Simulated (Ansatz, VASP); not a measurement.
# GaAs: VASP beside Ansatz

```
CELL_PARAMETERS angstrom
0.00000 2.82955 2.82955
2.82955 0.00000 2.82955
2.82955 2.82955 0.00000
ATOMIC_POSITIONS crystal
Ga 0.00000 0.00000 0.00000
As 0.25000 0.25000 0.25000
```

Alike in both runs: functional PBEsol; k mesh 10 × 10 × 10; occupations gaussian, width 0.01 eV; no spin polarisation.

Ansatz relaxed the structure, and its values are those at the end. VASP's run is a single point on that final structure, the one shown.

|  | VASP | Ansatz |
| --- | --- | --- |
| version | VASP 6.6.1 | Ansatz 0.2.0 |
| potentials or method | VASP PAW PBE potentials, release 64 (Ga_d, As), cutoff 500 eV | scalar-relativistic, plane waves, PAW |
| valence electrons in the cell | 18 | 28 |

|  | VASP | Ansatz | Ansatz less VASP |
| --- | --- | --- | --- |
| gap on the k mesh at the Fermi level (eV) | 0.43 | 0.42 | -0.014 |
| least direct gap on the mesh (eV) | 0.43 | 0.42 | -0.014 |
| pressure (GPa) | 0.1 | 0.0 | -0.15 |

VASP's potentials were made for PBE, not for PBEsol. With one functional, cell and mesh, what is left measures potentials, basis and numerics. VASP's potentials hold 18 valence electrons a cell and Ansatz's 28, so a difference there can come from the potentials and not from the codes.
